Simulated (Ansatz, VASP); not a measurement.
# C in VASP and in Ansatz

```
C
1.0
     0.00000    1.89988    1.76727
     1.89988    0.00000    1.76727
     1.89988    1.89988    0.00000
C
2
Direct
  0.50000 0.50000 0.50000
  0.75000 0.75000 0.75000
```

Alike in both runs: task single point; functional PBE; k mesh 12 × 12 × 12; occupations gaussian, width 0.05 eV; no spin polarisation.

|  | VASP | Ansatz |
| --- | --- | --- |
| version | VASP 6.6.1 | Ansatz 0.2.0 |
| potentials or method | VASP PAW PBE potentials, release 64 (C), cutoff 520 eV | scalar-relativistic, plane waves, PAW |
| valence electrons in the cell | 8 | 8 |

|  | VASP | Ansatz | Ansatz less VASP |
| --- | --- | --- | --- |
| gap on the k mesh at the Fermi level (eV) | 2.26 | 2.26 | +0.006 |
| least direct gap on the mesh (eV) | 4.13 | 4.14 | +0.003 |

With one functional, cell and mesh, what is left measures potentials, basis and numerics.
